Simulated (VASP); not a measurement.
**AlN: single point with PBE**

AlN:

```xyz
4
Lattice="0.0000 -2.0184 -2.0184 0.0000 2.0184 -2.0184 4.0368 0.0000 0.0000" Properties=species:S:1:pos:R:3 pbc="T T T"
Al    0.0000   -0.0468   -2.0184
Al    2.0184    0.0468    0.0000
N     2.0184    0.0170   -2.0184
N     0.0000    2.0014   -2.0184
```

| Item | Value |
| --- | --- |
| Program | VASP 6.6.1 |
| Task | single point |
| Functional | PBE |
| Potentials or basis | VASP PAW PBE potentials, release 64 (Al, N) |
| Cutoff | 520 eV |
| k mesh | 8 × 8 × 6 |
| Occupations | gaussian, width 0.05 eV |
| Spin | no spin polarisation |

```json
{"Pressure": "6.5 GPa", "Largest force": "0.516 eV/Å", "Band gap on the k mesh": "4.64 eV"}
```

Forces in eV/Å, atoms in the order of the input:
```
Al   0.000  0.516  0.000
Al   0.000 -0.516  0.000
N    0.000 -0.066  0.000
N    0.000  0.066  0.000
```

Stress tensor (GPa, compression positive):
```
6.54 0.00 0.00
0.00 6.82 0.00
0.00 0.00 6.14
```

Levels at points of the mesh, in eV from the valence-band top:
```tsv
k point	band 6	band 7	band 8	band 9	band 10	band 11
(0.00, 0.00, 0.00)	-0.01	0.00	0.00	4.65	5.29	5.74
(0.50, 0.00, 0.00)	-4.16	-1.15	-1.13	8.31	8.49	10.39
(0.50, 0.50, 0.00)	-2.81	-2.81	-2.81	4.64	4.65	5.28
(0.00, 0.00, 0.50)	-1.64	-1.64	-1.64	7.47	7.47	7.78
(0.50, 0.00, 0.50)	-1.09	-1.08	-1.08	6.15	6.15	11.03
(0.50, 0.50, 0.50)	-5.73	-3.92	-3.92	8.14	8.14	10.72
```

Wall time 32 s on 1 thread of Intel(R) Xeon(R) Platinum 8259CL CPU @ 2.50GHz (Skylake/Cascade Lake), on a shared host, peak memory 0.16 GiB.

A k mesh can miss the band edges.
